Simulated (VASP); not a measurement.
# SiB2 (P6_3/mmc) in VASP: further runs

SiB2 is run at these levels: PBE; tasks: single point, relaxation of cell and atoms.

Program: VASP 6.6.1. These are calculated values, not measurements. Logs are shortened: lines on timing, memory, paths and dates and some standing lists are left out, and cuts for length are marked.

### Step 1. The cell of the first run

It takes space group P6_3/mmc (No. 194, hexagonal). The conventional cell has a = 2.983 Å, b = 2.983 Å, c = 7.915 Å, α = 90.00°, β = 90.00°, γ = 120.00°. Within 2.7 Å of Si (site symmetry -3m) lie 8 B at 1.98 to 2.62 Å. Within 2.3 Å of B (site symmetry -6m2) lie 3 B at 1.72 Å. Within 2.3 Å of B (site symmetry -6m2) lie 3 B at 1.72 Å and 2 Si at 1.98 Å.

The cell was generated, and may not be a known phase.

### Step 2. Single point, PBE

INCAR

```
SYSTEM = SiB2
PREC = Accurate
ENCUT = 520
EDIFF = 1E-6
ISMEAR = 0
SIGMA = 0.1
LREAL = .FALSE.
LASPH = .TRUE.
NELM = 60
ALGO = Normal
ISIF = 2
LWAVE = .FALSE.
LCHARG = .TRUE.
GGA = PE
LELF = .TRUE.
LVHAR = .TRUE.
NBANDS = 19
```

KPOINTS

```
Automatic mesh
0
G
  12 12 6
  0 0 0
```

POSCAR

```
SiB2
1.0
    2.9831612083      0.0000000000      0.0000000000
   -1.4915806042      2.5834933900      0.0000000000
    0.0000000000      0.0000000000      7.9154342996
Si B
2 4
Direct
    0.0000000000      0.0000000000      0.0000000000
    0.0000000000      0.0000000000      0.5000000000
    0.3333333333      0.6666666667      0.2500000000
    0.6666666667      0.3333333333      0.7500000000
    0.0000000000      0.0000000000      0.2500000000
    0.0000000000      0.0000000000      0.7500000000
```

Potentials or basis: VASP PAW PBE potentials, release 64 (Si, B).

The run is started by

```bash
$ cat potpaw_PBE.64/Si/POTCAR potpaw_PBE.64/B/POTCAR > POTCAR
$ mpirun -np 1 vasp_std > vasp.out
```

OUTCAR:

```text
SYSTEM = SiB2
   PREC = Accurate
   ENCUT = 520
   EDIFF = 1E-6
   ISMEAR = 0
   LREAL = .FALSE.
   LASPH = .TRUE.
   NELM = 60
   ISIF = 2
   GGA = PE

 ion  position               nearest neighbor table
   1  0.000  0.000  0.000-   5 1.98   6 1.98   3 2.62   4 2.62   4 2.62   3 2.62   4 2.62   3 2.62

   2  0.000  0.000  0.500-   5 1.98   6 1.98   3 2.62   4 2.62   4 2.62   3 2.62   4 2.62   3 2.62

   3  0.333  0.667  0.250-   5 1.72   5 1.72   5 1.72   1 2.62   2 2.62   2 2.62   1 2.62   2 2.62
                             1 2.62
   4  0.667  0.333  0.750-   6 1.72   6 1.72   6 1.72   1 2.62   2 2.62   2 2.62   1 2.62   2 2.62
                             1 2.62
   5  0.000  0.000  0.250-   3 1.72   3 1.72   3 1.72   1 1.98   2 1.98
   6  0.000  0.000  0.750-   4 1.72   4 1.72   4 1.72   1 1.98   2 1.98

  LATTYP: Found a hexagonal cell.
 ALAT       =     2.9831612083
 C/A-ratio  =     2.6533712887

  Lattice vectors:

 A1 = (   2.9831612083,   0.0000000000,   0.0000000000)
 A2 = (  -1.4915806042,   2.5834933900,   0.0000000000)
 A3 = (   0.0000000000,   0.0000000000,   7.9154342996)

Analysis of symmetry for initial positions (statically):
=====================================================================
 Subroutine PRICEL returns:
 Original cell was already a primitive cell.

 Routine SETGRP: Setting up the symmetry group for a
 hexagonal supercell.

 Subroutine GETGRP returns: Found 24 space group operations
 (whereof 12 operations were pure point group operations)
 out of a pool of 24 trial point group operations.

The static configuration has the point symmetry D_3d.
 The point group associated with its full space group is D_6h.

Analysis of symmetry for dynamics (positions and initial velocities):
=====================================================================
 Subroutine PRICEL returns:
 Original cell was already a primitive cell.

 Routine SETGRP: Setting up the symmetry group for a
 hexagonal supercell.

 Subroutine GETGRP returns: Found 24 space group operations
 (whereof 12 operations were pure point group operations)
 out of a pool of 24 trial point group operations.

The dynamic configuration has the point symmetry D_3d.
 The point group associated with its full space group is D_6h.

 Subroutine INISYM returns: Found 24 space group operations
 (whereof 12 operations are pure point group operations),
 and found     1 'primitive' translations

----------------------------------------------------------------------------------------

                                     Primitive cell

  volume of cell :      61.0041

  direct lattice vectors                    reciprocal lattice vectors
     2.983161208  0.000000000  0.000000000     0.335214871  0.193536396  0.000000000
    -1.491580604  2.583493390  0.000000000     0.000000000  0.387072792  0.000000000
     0.000000000  0.000000000  7.915434300     0.000000000  0.000000000  0.126335456

  length of vectors
     2.983161208  2.983161208  7.915434300     0.387072792  0.387072792  0.126335456

  position of ions in fractional coordinates (direct lattice)
     0.000000000  0.000000000  0.000000000
     0.000000000  0.000000000  0.500000000
     0.333333333  0.666666667  0.250000000
     0.666666667  0.333333333  0.750000000
     0.000000000  0.000000000  0.250000000
     0.000000000  0.000000000  0.750000000

  ion indices of the primitive-cell ions
   primitive index   ion index
                 1           1
                 2           2
                 3           3
                 4           4
                 5           5
                 6           6

----------------------------------------------------------------------------------------

 KPOINTS: Automatic mesh

Automatic generation of k-mesh.
 Grid dimensions read from file:
 generate k-points for:   12   12    6

 Generating k-lattice:

  Cartesian coordinates                     Fractional coordinates (reciprocal lattice)
     0.027934573  0.016128033  0.000000000     0.083333333  0.000000000  0.000000000
     0.000000000  0.032256066  0.000000000     0.000000000  0.083333333  0.000000000
     0.000000000  0.000000000  0.021055909     0.000000000  0.000000000  0.166666667

  Length of vectors
     0.032256066  0.032256066  0.021055909

  Shift w.r.t. Gamma in fractional coordinates (k-lattice)
     0.000000000  0.000000000  0.000000000

 Subroutine IBZKPT returns following result:
 ===========================================

 Found     76 irreducible k-points:

 Following reciprocal coordinates:
            Coordinates               Weight
  0.000000  0.000000  0.000000      1.000000
  0.083333  0.000000  0.000000      6.000000
  0.166667  0.000000  0.000000      6.000000
  0.250000  0.000000  0.000000      6.000000
  0.333333 -0.000000  0.000000      6.000000
  0.416667  0.000000  0.000000      6.000000
[... 16 lines left out ...]
  0.250000  0.000000  0.166667     12.000000
  0.333333 -0.000000  0.166667     12.000000
 [... further k-points ...]
   k-points           NKPTS =     76   k-points in BZ     NKDIM =     76   number of bands    NBANDS=     19
   number of dos      NEDOS =    301   number of ions     NIONS =      6
   total plane-waves  NPLWV =  34560
   dimension x,y,z NGX =    24 NGY =   24 NGZ =   60
   dimension x,y,z NGXF=    48 NGYF=   48 NGZF=  120
   ions per type =               2   4
   NGX,Y,Z   is equivalent  to a cutoff of  13.37, 13.37, 12.60 a.u.
   NGXF,Y,Z  is equivalent  to a cutoff of  26.75, 26.75, 25.20 a.u.
 SYSTEM =  SiB2
   PREC   = accura    normal or accurate (medium, high low for compatibility)
   ISTART =      0    job   : 0-new  1-cont  2-samecut
   ICHARG =      2    charge: 1-file 2-atom 10-const
   ISPIN  =      1    spin polarized calculation?
   LNONCOLLINEAR =      F non collinear calculations
   LSORBIT =      F    spin-orbit coupling
   LASPH  =      T    aspherical Exc in radial PAW
   ENCUT  =  520.0 eV  38.22 Ry    6.18 a.u.   5.55  5.55 14.72*2*pi/ulx,y,z
   NELM   =     60;   NELMIN=  2; NELMDL= -5     # of ELM steps
   EDIFF  = 0.1E-05   stopping-criterion for ELM
   LREAL  =      F    real-space projection
   EDIFFG = 0.1E-04   stopping-criterion for IOM
   NSW    =      0    number of steps for IOM
   IBRION =     -1    ionic relax: 0-MD 1-quasi-New 2-CG
   NFREE  =      0    steps in history (QN), initial steepest desc. (CG)
   ISIF   =      2    stress and relaxation
   ISYM   =      2    0-nonsym 1-usesym 2-fastsym
   POTIM  = 0.5000    time-step for ionic-motion
   TEBEG  =    0.0;   TEEND  =   0.0 temperature during run
   PSTRESS=    0.0 pullay stress
   NELECT =      20.0000    total number of electrons
   NUPDOWN=      -1.0000    fix difference up-down
   EMIN   =  10.00;   EMAX   =-10.00  energy-range for DOS
   EFERMI =   0.00;   METHOD = LEGACY
   ISMEAR =     0;   SIGMA  =   0.10  broadening in eV -4-tet -1-fermi 0-gaus
   EFERMI_NEDOS =   21; number of points for ismear=-14 and -15
   IALGO  =     38    algorithm
   IMIX   =      4    mixing-type and parameters
     AMIX     =   0.40;   BMIX     =  1.00
     AMIX_MAG =   1.60;   BMIX_MAG =  1.00
  volume/ion in A,a.u.               =      10.17        68.61
  Fermi-wavevector in a.u.,A,eV,Ry     =   1.128839  2.133196 17.337588  1.274277
  Thomas-Fermi vector in A             =   2.265530
   LORBIT       =      0    0 simple, 1 ext, 2 COOP (PROOUT), +10 PAW based schemes
   GGA     = PE    functional components
   LHFCALC =     F    Hartree Fock is set to
   AEXX    =    0.0000 exact exchange contribution
   IVDW    =     0    specifies the selected vdW correction
   LEPSILON=     F    determine dielectric tensor
   LRPA    =     F    only Hartree local field effects (RPA)
 non-spin polarized calculation
 Gauss-broadening in eV      SIGMA  =   0.10
  energy-cutoff  :      520.00
  volume of cell :       61.00
 maximum number of plane-waves:      1685
 NGX is ok and might be reduce to    24
   NGX = 11   NGY = 11   NGZ = 29

 number of electron      20.0000000 magnetization

 Free energy of the ion-electron system (eV)
  ---------------------------------------------------
  ext. energy  EPLUGINS =         0.00000000
  ---------------------------------------------------
  free energy    TOTEN  =       -34.68062230 eV

  energy without entropy =      -34.67534126  energy(sigma->0) =      -34.67798178

 E-fermi :   7.2359     XC(G=0): -11.1861

 val. band max:        7.2186427812   @ k =   0.0833   0.0000   0.5000
 cond. band min:       7.2805889404   @ k =   0.2500   0.0000   0.3333
 fundamental gap:      0.0619461592
 Fermi energy:         7.2358778816

 k-point     1 :       0.0000    0.0000    0.0000
  band No.  band energies     occupation
      1      -6.9343      2.00000
      2      -5.1732      2.00000
      3      -4.4915      2.00000
      4       0.4784      2.00000
      5       2.2870      2.00000
      6       7.3828      0.03778
[... 11 lines left out ...]
     18      14.4363      0.00000
     19      14.5632      0.00000

 k-point     2 :       0.0833    0.0000    0.0000
  band No.  band energies     occupation
      1      -6.8032      2.00000
      2      -5.0542      2.00000
      3      -4.3485      2.00000
      4       0.6033      2.00000
      5       2.4102      2.00000
      6       6.6845      2.00000
[... 11 lines left out ...]
     18      14.7823      0.00000
     19      15.3174      0.00000

 k-point     3 :       0.1667    0.0000    0.0000
  band No.  band energies     occupation
      1      -6.4120      2.00000
      2      -4.6989      2.00000
      3      -3.9221      2.00000
      4       0.9721      2.00000
      5       2.7772      2.00000
      6       5.0920      2.00000
[... 11 lines left out ...]
     18      15.5921      0.00000
     19      15.6184      0.00000

 k-point     4 :       0.2500    0.0000    0.0000
  band No.  band energies     occupation
      1      -5.7672      2.00000
      2      -4.1128      2.00000
      3      -3.2212      2.00000
      4       1.5623      2.00000
      5       3.1423      2.00000
      6       3.4578      2.00000
[... 407 lines left out ...]
     18      15.3037      0.00000
     19      15.9299      0.00000

 k-point    23 :       0.2500    0.0000    0.1667
  band No.  band energies     occupation
      1      -5.7108      2.00000
      2      -4.4278      2.00000
      3      -2.7974      2.00000
      4       0.9322      2.00000
      5       3.2328      2.00000
      6       3.9107      2.00000
[... 11 lines left out ...]
     18      14.7296      0.00000
     19      15.9234      0.00000

 k-point    24 :       0.3333   -0.0000    0.1667
  band No.  band energies     occupation
      1      -4.8302      2.00000
      2      -3.5892      2.00000
      3      -1.8849      2.00000
      4       1.3655      2.00000
      5       1.7316      2.00000
      6       2.2116      2.00000
[... 11 lines left out ...]
     18      14.0313      0.00000
     19      16.2259      0.00000

 [... further k-points ...]
[... 5 lines left out ...]
  --------------------------------------------------------------------------------------
  -------------------------------------------------------------------------------------
  Total        0.0255320      0.0255320     -0.0260302     -0.0000000     -0.0000000      0.0000000
  in kB        0.6705587      0.6705587     -0.6836418     -0.0000000     -0.0000000      0.0000000
  external PRESSURE =       0.2191585 kB  Pullay stress =       0.0000000 kB

 VOLUME and BASIS-vectors are now :
 -----------------------------------------------------------------------------
  energy-cutoff  :      520.00
  volume of cell :       61.00
      direct lattice vectors                 reciprocal lattice vectors
     2.983161208  0.000000000  0.000000000     0.335214871  0.193536396  0.000000000
    -1.491580604  2.583493390  0.000000000     0.000000000  0.387072792  0.000000000
     0.000000000  0.000000000  7.915434300     0.000000000  0.000000000  0.126335456

 POSITION                                       TOTAL-FORCE (eV/Angst)
 -----------------------------------------------------------------------------------
      0.00000      0.00000      0.00000        -0.000000      0.000000      0.000000
      0.00000      0.00000      3.95772        -0.000000      0.000000      0.000000
     -0.00000      1.72233      1.97886        -0.000000      0.000000     -0.000000
      1.49158      0.86116      5.93658         0.000000     -0.000000     -0.000000
      0.00000      0.00000      1.97886         0.000000     -0.000000      0.000000
      0.00000      0.00000      5.93658        -0.000000      0.000000      0.000000
 -----------------------------------------------------------------------------------
    total drift:                               -0.000000      0.000000     -0.000000

  FREE ENERGIE OF THE ION-ELECTRON SYSTEM (eV)
  ---------------------------------------------------
  free  energy   TOTEN  =       -34.6806222958 eV

  energy  without entropy=      -34.6753412631  energy(sigma->0) =      -34.67798178
```

It took 31 s on 1 thread of Intel Xeon 6975P-C (Granite Rapids), shared host; peak memory 0.21 GiB.

Results:

```
Free energy            : -34.6806 eV
Pressure               : 0.0 GPa
Band gap on the k mesh : zero (bands 10 and 11 overlap by 3.59 eV)
```

### Step 3. Relaxation of cell and atoms, PBE

INCAR

```
  ALGO = Normal
  EDIFF = 1E-6
  EDIFFG = -0.01
  ENCUT = 600
  GGA = PE
  IBRION = 2
  ISIF = 3
  ISMEAR = 0
  LASPH = True
  LCHARG = False
  LREAL = False
  LWAVE = False
  NELM = 80
  NSW = 100
  PREC = Accurate
  SIGMA = 0.1
```

KPOINTS

```
k-points
0
Gamma
  12 12 6
```

POSCAR, as its differences from that of step 2:

```diff
@@ -2,5 +2,5 @@
 1.0
-    2.9831612083      0.0000000000      0.0000000000
-   -1.4915806042      2.5834933900      0.0000000000
-    0.0000000000      0.0000000000      7.9154342996
+    2.9656647660      0.0000000000      0.0000000000
+   -1.4828323830      2.5683410264      0.0000000000
+    0.0000000000      0.0000000000      7.9941181792
 Si B
```

Potentials or basis: VASP PAW PBE potentials, release 64 (Si, B).

The run is started by

```bash
$ cat potpaw_PBE.64/Si/POTCAR potpaw_PBE.64/B/POTCAR > POTCAR
$ mpirun -np 1 vasp_std > vasp.out
```

OUTCAR:

```text
EDIFF = 1E-6
   EDIFFG = -0.01
   ENCUT = 600
   GGA = PE
   IBRION = 2
   ISIF = 3
   ISMEAR = 0
   LASPH = True
   LREAL = False
   NELM = 80
   NSW = 100
   PREC = Accurate

 ion  position               nearest neighbor table
   1  0.000  0.000  0.000-   5 2.00   6 2.00   3 2.63   4 2.63   3 2.63   4 2.63   4 2.63   3 2.63

   2  0.000  0.000  0.500-   5 2.00   6 2.00   3 2.63   4 2.63   3 2.63   4 2.63   4 2.63   3 2.63

   3  0.333  0.667  0.250-   5 1.71   5 1.71   5 1.71   1 2.63   2 2.63   2 2.63   1 2.63   2 2.63
                             1 2.63
   4  0.667  0.333  0.750-   6 1.71   6 1.71   6 1.71   1 2.63   2 2.63   2 2.63   1 2.63   2 2.63
                             1 2.63
   5  0.000  0.000  0.250-   3 1.71   3 1.71   3 1.71   1 2.00   2 2.00
   6  0.000  0.000  0.750-   4 1.71   4 1.71   4 1.71   1 2.00   2 2.00

  LATTYP: Found a hexagonal cell.
 ALAT       =     2.9656647660
 C/A-ratio  =     2.6955569189

  Lattice vectors:

 A1 = (   2.9656647660,   0.0000000000,   0.0000000000)
 A2 = (  -1.4828323830,   2.5683410264,   0.0000000000)
 A3 = (   0.0000000000,   0.0000000000,   7.9941181792)

Analysis of symmetry for initial positions (statically):
=====================================================================
 Subroutine PRICEL returns:
 Original cell was already a primitive cell.

 Routine SETGRP: Setting up the symmetry group for a
 hexagonal supercell.

 Subroutine GETGRP returns: Found 24 space group operations
[... 375 lines left out ...]
--------------------------------------- Ionic step        6  -------------------------------------------

 number of electron      19.9999999 magnetization

 Free energy of the ion-electron system (eV)
  ---------------------------------------------------
  ext. energy  EPLUGINS =         0.00000000
  ---------------------------------------------------
  free energy    TOTEN  =       -34.68399381 eV

  energy without entropy =      -34.67877185  energy(sigma->0) =      -34.68138283

 E-fermi :   7.2342     XC(G=0): -11.1856

 val. band max:        7.2142065004   @ k =   0.0833  -0.0000   0.5000
 cond. band min:       7.2797465849   @ k =   0.2500  -0.0000   0.3333
 fundamental gap:      0.0655400845
 Fermi energy:         7.2342221483

 k-point     1 :       0.0000    0.0000    0.0000
  band No.  band energies     occupation
      1      -6.9350      2.00000
      2      -5.1732      2.00000
      3      -4.4912      2.00000
      4       0.4788      2.00000
      5       2.2929      2.00000
      6       7.3780      0.04207
      7       7.3780      0.04207
      8       7.6158      0.00000
      9       7.6158      0.00000
     10       9.4242      0.00000
     11      12.4313      0.00000
     12      14.0367      0.00000
     13      14.0557      0.00000
     14      14.0557      0.00000
[... 377 lines left out ...]
      1      -4.8319      2.00000
      2      -3.5903      2.00000
      3      -1.8857      2.00000
      4       1.3622      2.00000
      5       1.7311      2.00000
      6       2.2090      2.00000
      7       4.8136      2.00000
      8       5.1872      2.00000
      9       5.2526      2.00000
     10       5.5777      2.00000
     11       8.6433      0.00000
     12      10.5718      0.00000
     13      10.7247      0.00000
     14      11.4394      0.00000

 [... further k-points ...]
[... 5 lines left out ...]
  --------------------------------------------------------------------------------------
  -------------------------------------------------------------------------------------
  Total       -0.0067284     -0.0067284      0.0108402      0.0000000     -0.0000000     -0.0000000
  in kB       -0.1766917     -0.1766917      0.2846721      0.0000000     -0.0000000     -0.0000000
  external PRESSURE =      -0.0229037 kB  Pullay stress =       0.0000000 kB
[... 21 lines left out ...]
  FREE ENERGIE OF THE ION-ELECTRON SYSTEM (eV)
  ---------------------------------------------------
  free  energy   TOTEN  =       -34.6839938072 eV

  energy  without entropy=      -34.6787718468  energy(sigma->0) =      -34.68138283

 reached required accuracy - stopping structural energy minimisation
```

Run time: 64 s. Hardware: 1 thread of Intel Xeon 6975P-C (Granite Rapids), shared host; peak memory 0.22 GiB.

What came out:

```yaml
Free_energy: -34.6840 eV
Relaxed_volume: 10.17 Å³/atom
Relaxed_cell: a = 2.984 Å, b = 2.984 Å, c = 7.913 Å, α = 90.00°, β = 90.00°, γ = 120.00°
Space_group_after_relaxing_to_0.1_Å: P6_3/mmc (No. 194)
Energy_gained_by_relaxing: 1.8 meV/atom
Ionic_steps: 6
Pressure_after_relaxing: 0.0 GPa
Band_gap_on_the_k_mesh: zero (bands 10 and 11 overlap by 3.60 eV)
```

The path:
```
step  energy change (eV)  largest force (eV/Å)  pressure (GPa)  volume (Å³)
   1              0.0000                0.0000            0.47        60.89
   2             -0.0104                0.0000           -0.33        61.15
   3             -0.0105                0.0000           -0.42        61.18
   4             -0.0105                0.0000           -0.40        61.18
   5             -0.0107                0.0000            0.13        60.95
   6             -0.0108                0.0000            0.00        61.01
```

Final structure:
```xyz
6
Lattice="2.9837 0.0000 0.0000 -1.4919 2.5840 0.0000 0.0000 0.0000 7.9134" Properties=species:S:1:pos:R:3 pbc="T T T"
Si    0.0000    0.0000    0.0000
Si    0.0000    0.0000    3.9567
B     0.0000    1.7226    1.9783
B     1.4919    0.8613    5.9350
B     0.0000    0.0000    1.9783
B     0.0000    0.0000    5.9350
```

The gap in the log of VASP goes by the Fermi energy; the results here count the filled bands.